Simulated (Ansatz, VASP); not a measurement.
## One calculation of Bi, two programs

```xyz
1
Lattice="2.8118 0.0000 0.0000 0.0000 2.8118 0.0000 0.0000 0.0000 2.8118" Properties=species:S:1:pos:R:3 pbc="T T T"
Bi    0.0000    0.0000    0.0000
```

Change from the starting cell: volume scaled by 0.68, PAW files, source ansatz.

Alike in both runs: task single point; functional LDA; k mesh 12 × 12 × 12; occupations fermi-dirac, width 0.05 eV; no spin polarisation.

|  | VASP | Ansatz |
| --- | --- | --- |
| version | VASP 6.6.1 | Ansatz 0.2.0 |
| potentials or method | VASP PAW LDA potentials, release 64 (Bi_d) | PAW with other files of Ansatz's library (source ansatz), scalar-relativistic |
| plane-wave cutoff (eV) | 500 | 500 |
| valence electrons in the cell | 15 | 23 |

```csv
,VASP,Ansatz,Ansatz less VASP
pressure (GPa),53.7,53.4,-0.36
```

LDA's correlation is that of Perdew and Zunger in VASP and of Perdew and Wang (1992) in Ansatz. Both programs put the cell under a high pressure, so it lies far from rest at this level. VASP's potentials hold 15 valence electrons a cell and Ansatz's 23, so a difference there can come from the potentials and not from the codes.

Spin-orbit coupling is off throughout.
